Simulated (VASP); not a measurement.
# Ba (Fm-3m) in VASP: a series of runs

The runs below take Ba through single point, with PBEsol.

Program: VASP 6.6.1. These are calculated values, not measurements. Logs are shortened: lines on timing, memory, paths and dates and some standing lists are left out, and cuts for length are marked.

**1. The cell of the first run**

The structure is cubic, space group Fm-3m (No. 225). The conventional cell has a = 5.049 Å, b = 5.049 Å, c = 5.049 Å, α = 90.00°, β = 90.00°, γ = 90.00°. Within 4.7 Å of Ba (site symmetry m-3m) lie 12 Ba at 3.57 Å.

**2. Single point, PBEsol (volume scaled by 0.55)**

File INCAR:

```
SYSTEM = Ba
ALGO = Normal
EDIFF = 1E-7
ENCUT = 520
GGA = PS
ISIF = 2
ISMEAR = -1
LASPH = .TRUE.
LCHARG = .FALSE.
LREAL = .FALSE.
LWAVE = .FALSE.
NBANDS = 11
NELM = 80
PREC = Accurate
SIGMA = 0.08
```

File KPOINTS:

```
k-points
0
G
  12 12 12
  0 0 0
```

File POSCAR:

```
Ba
1.0
    0.0000000000      2.5244984860      2.5244984860
    2.5244984860      0.0000000000      2.5244984860
    2.5244984860      2.5244984860      0.0000000000
Ba
1
Direct
    0.0000000000      0.0000000000      0.0000000000
```

Potentials or basis: VASP PAW PBE potentials, release 64 (Ba_sv).

Command:

```sh
$ cat potpaw_PBE.64/Ba_sv/POTCAR > POTCAR
$ mpirun -np 1 vasp_std > vasp.out
```

OUTCAR:

```text
SYSTEM = Ba
   EDIFF = 1E-7
   ENCUT = 520
   GGA = PS
   ISIF = 2
   ISMEAR = -1
   LASPH = .TRUE.
   LREAL = .FALSE.
   NELM = 80
   PREC = Accurate

 ion  position               nearest neighbor table
   1  0.000  0.000  0.000-

  LATTYP: Found a face centered cubic cell.
 ALAT       =     5.0489969720

  Lattice vectors:

 A1 = (   0.0000000000,   2.5244984860,   2.5244984860)
 A2 = (   2.5244984860,   0.0000000000,   2.5244984860)
 A3 = (   2.5244984860,   2.5244984860,   0.0000000000)

Analysis of symmetry for initial positions (statically):
=====================================================================
 Subroutine PRICEL returns:
 Original cell was already a primitive cell.

 Routine SETGRP: Setting up the symmetry group for a
 face centered cubic supercell.

 Subroutine GETGRP returns: Found 48 space group operations
 (whereof 48 operations were pure point group operations)
 out of a pool of 48 trial point group operations.

The static configuration has the point symmetry O_h .

Analysis of symmetry for dynamics (positions and initial velocities):
=====================================================================
 Subroutine PRICEL returns:
 Original cell was already a primitive cell.

 Routine SETGRP: Setting up the symmetry group for a
 face centered cubic supercell.

 Subroutine GETGRP returns: Found 48 space group operations
 (whereof 48 operations were pure point group operations)
 out of a pool of 48 trial point group operations.

The dynamic configuration has the point symmetry O_h .

 Subroutine INISYM returns: Found 48 space group operations
 (whereof 48 operations are pure point group operations),
 and found     1 'primitive' translations

----------------------------------------------------------------------------------------

                                     Primitive cell

  volume of cell :      32.1777

  direct lattice vectors                    reciprocal lattice vectors
     0.000000000  2.524498486  2.524498486    -0.198059140  0.198059140  0.198059140
     2.524498486  0.000000000  2.524498486     0.198059140 -0.198059140  0.198059140
     2.524498486  2.524498486  0.000000000     0.198059140  0.198059140 -0.198059140

  length of vectors
     3.570179997  3.570179997  3.570179997     0.343048494  0.343048494  0.343048494

  position of ions in fractional coordinates (direct lattice)
     0.000000000  0.000000000  0.000000000

  ion indices of the primitive-cell ions
   primitive index   ion index
                 1           1

----------------------------------------------------------------------------------------

 KPOINTS: k-points

Automatic generation of k-mesh.
 Grid dimensions read from file:
 generate k-points for:   12   12   12

 Generating k-lattice:

  Cartesian coordinates                     Fractional coordinates (reciprocal lattice)
    -0.016504928  0.016504928  0.016504928     0.083333333  0.000000000  0.000000000
     0.016504928 -0.016504928  0.016504928     0.000000000  0.083333333  0.000000000
     0.016504928  0.016504928 -0.016504928     0.000000000  0.000000000  0.083333333

  Length of vectors
     0.028587375  0.028587375  0.028587375

  Shift w.r.t. Gamma in fractional coordinates (k-lattice)
     0.000000000  0.000000000  0.000000000

 Subroutine IBZKPT returns following result:
 ===========================================

 Found     72 irreducible k-points:

 Following reciprocal coordinates:
            Coordinates               Weight
  0.000000  0.000000  0.000000      1.000000
  0.083333  0.000000  0.000000      8.000000
  0.166667  0.000000  0.000000      8.000000
  0.250000  0.000000  0.000000      8.000000
  0.333333  0.000000  0.000000      8.000000
  0.416667  0.000000  0.000000      8.000000
[... 16 lines left out ...]
  0.500000  0.166667  0.000000     24.000000
 -0.416667  0.166667  0.000000     24.000000
 [... further k-points ...]
   k-points           NKPTS =     72   k-points in BZ     NKDIM =     72   number of bands    NBANDS=     11
   number of dos      NEDOS =    301   number of ions     NIONS =      1
   total plane-waves  NPLWV =  21952
   dimension x,y,z NGX =    28 NGY =   28 NGZ =   28
   dimension x,y,z NGXF=    56 NGYF=   56 NGZF=   56
   ions per type =               1
   NGX,Y,Z   is equivalent  to a cutoff of  13.04, 13.04, 13.04 a.u.
   NGXF,Y,Z  is equivalent  to a cutoff of  26.08, 26.08, 26.08 a.u.
 SYSTEM =  Ba
   PREC   = accura    normal or accurate (medium, high low for compatibility)
   ISTART =      0    job   : 0-new  1-cont  2-samecut
   ICHARG =      2    charge: 1-file 2-atom 10-const
   ISPIN  =      1    spin polarized calculation?
   LNONCOLLINEAR =      F non collinear calculations
   LSORBIT =      F    spin-orbit coupling
   LASPH  =      T    aspherical Exc in radial PAW
   ENCUT  =  520.0 eV  38.22 Ry    6.18 a.u.   6.64  6.64  6.64*2*pi/ulx,y,z
   NELM   =     80;   NELMIN=  2; NELMDL= -5     # of ELM steps
   EDIFF  = 0.1E-06   stopping-criterion for ELM
   LREAL  =      F    real-space projection
   EDIFFG = 0.1E-05   stopping-criterion for IOM
   NSW    =      0    number of steps for IOM
   IBRION =     -1    ionic relax: 0-MD 1-quasi-New 2-CG
   NFREE  =      0    steps in history (QN), initial steepest desc. (CG)
   ISIF   =      2    stress and relaxation
   ISYM   =      2    0-nonsym 1-usesym 2-fastsym
   POTIM  = 0.5000    time-step for ionic-motion
   TEBEG  =    0.0;   TEEND  =   0.0 temperature during run
   PSTRESS=    0.0 pullay stress
   NELECT =      10.0000    total number of electrons
   NUPDOWN=      -1.0000    fix difference up-down
   EMIN   =  10.00;   EMAX   =-10.00  energy-range for DOS
   EFERMI =   0.00;   METHOD = LEGACY
   ISMEAR =    -1;   SIGMA  =   0.08  broadening in eV -4-tet -1-fermi 0-gaus
   EFERMI_NEDOS =   21; number of points for ismear=-14 and -15
   IALGO  =     38    algorithm
   IMIX   =      4    mixing-type and parameters
     AMIX     =   0.40;   BMIX     =  1.00
     AMIX_MAG =   1.60;   BMIX_MAG =  1.00
  volume/ion in A,a.u.               =      32.18       217.15
  Fermi-wavevector in a.u.,A,eV,Ry     =   1.108893  2.095504 16.730324  1.229644
  Thomas-Fermi vector in A             =   2.245426
   LORBIT       =      0    0 simple, 1 ext, 2 COOP (PROOUT), +10 PAW based schemes
   GGA     = PS    functional components
   LHFCALC =     F    Hartree Fock is set to
   AEXX    =    0.0000 exact exchange contribution
   IVDW    =     0    specifies the selected vdW correction
   LEPSILON=     F    determine dielectric tensor
   LRPA    =     F    only Hartree local field effects (RPA)
 non-spin polarized calculation
  energy-cutoff  :      520.00
  volume of cell :       32.18
 maximum number of plane-waves:       893
   NGX = 13   NGY = 13   NGZ = 13

 number of electron      10.0000000 magnetization

 number of electron       9.9999999 magnetization

 Free energy of the ion-electron system (eV)
  ---------------------------------------------------
  ext. energy  EPLUGINS =         0.00000000
  ---------------------------------------------------
  free energy    TOTEN  =        -1.50416996 eV

  energy without entropy =       -1.47489653  energy(sigma->0) =       -1.48953325

 E-fermi :   4.5054     XC(G=0): -10.0522

 val. band max:        4.4917418016   @ k =  -0.3333   0.3333   0.1667
 cond. band min:       4.5183719517   @ k =  -0.4167   0.3333   0.1667
 fundamental gap:      0.0266301502
 Fermi energy:         4.5053726129

 k-point     1 :       0.0000    0.0000    0.0000
  band No.  band energies     occupation
      1     -23.9743      2.00000
      2      -7.5470      2.00000
      3      -7.5470      2.00000
      4      -7.5470      2.00000
      5       2.3641      2.00000
      6       6.8834      0.00000
      7       6.8834      0.00000
      8       6.8834      0.00000
      9      10.2054      0.00000
     10      10.2054      0.00000
     11      12.0397      0.00000

 k-point     2 :       0.0833    0.0000    0.0000
  band No.  band energies     occupation
      1     -23.9398      2.00000
      2      -7.8005      2.00000
      3      -7.5736      2.00000
      4      -7.5736      2.00000
      5       2.6688      2.00000
      6       6.6132      0.00000
      7       7.0125      0.00000
      8       7.0125      0.00000
      9       9.9558      0.00000
     10       9.9558      0.00000
     11      12.6511      0.00000

 k-point     3 :       0.1667    0.0000    0.0000
  band No.  band energies     occupation
      1     -23.8436      2.00000
      2      -8.4342      2.00000
      3      -7.6448      2.00000
      4      -7.6448      2.00000
      5       3.3292      2.00000
      6       6.2641      0.00000
      7       7.2599      0.00000
      8       7.2599      0.00000
      9       9.6156      0.00000
     10       9.6156      0.00000
     11      13.3628      0.00000

 k-point     4 :       0.2500    0.0000    0.0000
  band No.  band energies     occupation
      1     -23.7072      2.00000
      2      -9.2007      2.00000
      3      -7.7388      2.00000
      4      -7.7388      2.00000
      5       3.6687      1.99994
      6       6.6338      0.00000
      7       7.2268      0.00000
      8       7.2268      0.00000
      9       9.9071      0.00000
     10       9.9071      0.00000
     11      12.6842      0.00000

 k-point     5 :       0.3333    0.0000    0.0000
  band No.  band energies     occupation
      1     -23.5645      2.00000
      2      -9.8904      2.00000
      3      -7.8292      2.00000
      4      -7.8292      2.00000
      5       3.5223      1.99999
      6       6.9121      0.00000
      7       6.9121      0.00000
      8       7.7305      0.00000
      9      10.9210      0.00000
     10      10.9210      0.00000
     11      12.1753      0.00000
[... 211 lines left out ...]
 k-point    21 :       0.3333    0.1667    0.0000
  band No.  band energies     occupation
      1     -23.5691      2.00000
      2      -9.4750      2.00000
      3      -8.1008      2.00000
      4      -8.0666      2.00000
      5       4.1918      1.96106
      6       5.4101      0.00002
      7       6.6584      0.00000
      8       8.1993      0.00000
      9      10.2663      0.00000
     10      11.7660      0.00000
     11      14.6569      0.00000

 k-point    22 :       0.4167    0.1667    0.0000
  band No.  band energies     occupation
      1     -23.4483      2.00000
      2      -9.9687      2.00000
      3      -8.2824      2.00000
      4      -8.1161      2.00000
      5       4.0368      1.99430
      6       5.6571      0.00000
      7       6.9551      0.00000
      8       7.8615      0.00000
      9      11.7805      0.00000
     10      12.7937      0.00000
     11      14.3234      0.00000

 k-point    23 :       0.5000    0.1667    0.0000
  band No.  band energies     occupation
      1     -23.3703      2.00000
      2     -10.2586      2.00000
      3      -8.4490      2.00000
      4      -8.1051      2.00000
      5       4.0116      1.99583
      6       5.5068      0.00001
      7       7.5407      0.00000
      8       7.8927      0.00000
      9      12.7256      0.00000
     10      13.0520      0.00000
     11      14.7467      0.00000

 k-point    24 :      -0.4167    0.1667    0.0000
  band No.  band energies     occupation
      1     -23.3598      2.00000
      2     -10.2874      2.00000
      3      -8.5543      2.00000
      4      -8.0362      2.00000
      5       4.1469      1.97760
      6       5.4937      0.00001
      7       7.3717      0.00000
      8       8.2654      0.00000
      9      11.9136      0.00000
     10      13.2391      0.00000
     11      14.6885      0.00000

 [... further k-points ...]

------------------------ aborting loop because EDIFF is reached ----------------------------------------

  FORCE on cell =-STRESS in cart. coord.  units (eV):
  Direction    XX          YY          ZZ          XY          YZ          ZX
  --------------------------------------------------------------------------------------
  -------------------------------------------------------------------------------------
  Total        2.3520779      2.3520779      2.3520779     -0.0000000      0.0000000      0.0000000
  in kB      117.1134982    117.1134982    117.1134982     -0.0000000      0.0000000      0.0000000
  external PRESSURE =     117.1134982 kB  Pullay stress =       0.0000000 kB

 VOLUME and BASIS-vectors are now :
 -----------------------------------------------------------------------------
  energy-cutoff  :      520.00
  volume of cell :       32.18
      direct lattice vectors                 reciprocal lattice vectors
     0.000000000  2.524498486  2.524498486    -0.198059140  0.198059140  0.198059140
     2.524498486  0.000000000  2.524498486     0.198059140 -0.198059140  0.198059140
     2.524498486  2.524498486  0.000000000     0.198059140  0.198059140 -0.198059140

 POSITION                                       TOTAL-FORCE (eV/Angst)
 -----------------------------------------------------------------------------------
      0.00000      0.00000      0.00000         0.000000     -0.000000      0.000000
 -----------------------------------------------------------------------------------
    total drift:                                0.000000     -0.000000     -0.000000

  FREE ENERGIE OF THE ION-ELECTRON SYSTEM (eV)
  ---------------------------------------------------
  free  energy   TOTEN  =        -1.5041699629 eV

  energy  without entropy=       -1.4748965315  energy(sigma->0) =       -1.48953325
```

It took 48 s on 1 thread of AMD EPYC 7R13, shared host; peak memory 0.14 GiB.

What came out:

| Quantity | Value |
| --- | --- |
| Free energy | -1.5042 eV |
| Pressure | 11.7 GPa |
| Band gap on the k mesh | zero (band 5 reaches 5.18 eV, above the bottom of band 6 at 3.16 eV) |

Levels at points of the mesh, in eV from the Fermi level:
```
           k point  band 3  band 4  band 5  band 6  band 7  band 8
(0.00, 0.00, 0.00)  -12.05  -12.05   -2.14    2.38    2.38    2.38
(0.50, 0.00, 0.00)  -12.42  -12.42   -1.27    2.03    2.03    4.58
(0.50, 0.50, 0.00)  -13.12  -13.12   -2.07   -1.34    6.91    8.55
```

Caveat: the PAW data sets were made with another functional, which shifts forces and pressure a little; spin-orbit coupling is left out, which moves the levels of the heavy elements.

**3. Single point, PBEsol (volume scaled by 0.55)**

File INCAR:

```
ALGO     = Normal         # electronic algorithm
EDIFF    = 1E-6           # SCF threshold, eV
ENCUT    = 520            # plane-wave cutoff, eV
GGA      = PS             # functional
ISIF     = 2              # what is computed and relaxed
ISMEAR   = -1             # smearing method
LASPH    = True           # aspherical terms in the spheres
LCHARG   = True           # write CHGCAR
LELF     = True           # ELF
LREAL    = False          # projectors in reciprocal space
LVHAR    = True         
LWAVE    = False          # write WAVECAR
NBANDS   = 11             # bands
NELM     = 60             # most SCF steps
PREC     = Accurate       # precision mode
SIGMA    = 0.08           # smearing width, eV
```

File KPOINTS:

```
k-points
0
Gamma
  12 12 12
```

POSCAR is that of step 2.

Potentials or basis: VASP PAW PBE potentials, release 64 (Ba_sv).

Command:

```sh
$ cat potpaw_PBE.64/Ba_sv/POTCAR > POTCAR
$ mpirun -np 1 vasp_std > vasp.out
```

Run time: 49 s. Hardware: 1 thread of AMD EPYC 7R13, shared host; peak memory 0.14 GiB.

The run converged. Its results:

```
Free energy            : -1.5042 eV
Pressure               : 11.7 GPa
Band gap on the k mesh : zero (band 5 reaches 5.18 eV, above the bottom of band 6 at 3.16 eV)
```

Levels at points of the mesh, in eV from the Fermi level:
```
           k point  band 3  band 4  band 5  band 6  band 7  band 8
(0.00, 0.00, 0.00)  -12.05  -12.05   -2.14    2.38    2.38    2.38
(0.50, 0.00, 0.00)  -12.42  -12.42   -1.27    2.03    2.03    4.58
(0.50, 0.50, 0.00)  -13.12  -13.12   -2.07   -1.34    6.91    8.55
```

Caveat: the PAW data sets were made with another functional, which shifts forces and pressure a little; spin-orbit coupling is left out, which moves the levels of the heavy elements.
